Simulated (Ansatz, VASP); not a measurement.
Given: the input of a run of VASP 6.6.1 on Tl.

The input INCAR:

```
ALGO     = Normal         # electronic algorithm
EDIFF    = 1E-7           # SCF threshold, eV
ENCUT    = 520            # plane-wave cutoff, eV
GGA      = PE             # functional
ISIF     = 2              # what is computed and relaxed
ISMEAR   = -1             # smearing method
LASPH    = True           # aspherical terms in the spheres
LCHARG   = False          # write CHGCAR
LREAL    = False          # projectors in reciprocal space
LWAVE    = False          # write WAVECAR
NBANDS   = 12             # bands
NELM     = 60             # most SCF steps
PREC     = Accurate       # precision mode
SIGMA    = 0.05           # smearing width, eV
```

Contents of KPOINTS:

```
k-points
0
Gamma
  9 9 9
```

The input POSCAR:

```
Tl
1.0
    0.0184790000      2.4880680000      2.4975290000
    2.4826490000      0.0212950000      2.4947130000
    2.4590210000      2.4616240000      0.0449220000
Tl
1
Direct
    0.0003480000     -0.0007130000     -0.0011960000
```

Potentials or basis: VASP PAW PBE potentials, release 64 (Tl_d).

The run is started by

```sh
$ cat potpaw_PBE.64/Tl_d/POTCAR > POTCAR
$ mpirun -np 1 vasp_std > vasp.out
```

Translate it to Ansatz 0.2.0. Potentials there: all-electron LAPW, scalar-relativistic.

As run (the cutoff follows the program's own potentials):

input.yaml

```yaml
crystal:
  lattice:
    - [0.018479, 2.488068, 2.497529]
    - [2.482649, 0.021295, 2.494713]
    - [2.459021, 2.461624, 0.044922]
  atoms:
    - { symbol: Tl, position: [0.000348, -0.000713, -0.001196] }
kpoints:
  mp_grid: { grid: [9, 9, 9] }
scf:
  occupations: { method: fermi_dirac, width: 0.05 }
hamiltonian:
  xc: pbe
  pseudopotentials: { kind: all_electron, lapw: { basis_error: 0.001 } }
output:
  forces: true
  stress: true
  eigenvalues: true
  populations: true
```

Potentials or basis: all-electron LAPW, scalar-relativistic.

Launch:

```console
$ ansatz run input.yaml --threads 1 --pin off --max-ram 2560MiB --backend cpu --events-out ev --progress --plain --runs-dir out
```

Both were run:

|  | VASP | Ansatz | Ansatz less VASP |
| --- | --- | --- | --- |
| gap on the k mesh at the Fermi level (eV) | none | none | - |
| pressure (GPa) | 1.1 | 1.2 | +0.07 |
| traceless stress, the component that is largest in VASP (GPa) | -0.21 | -0.20 | +0.004 |

A gap of «none» marks a metal or a gap that the smearing closes. Ansatz ran all-electron here, and VASP with PAW potentials.

Spin-orbit coupling is off throughout.
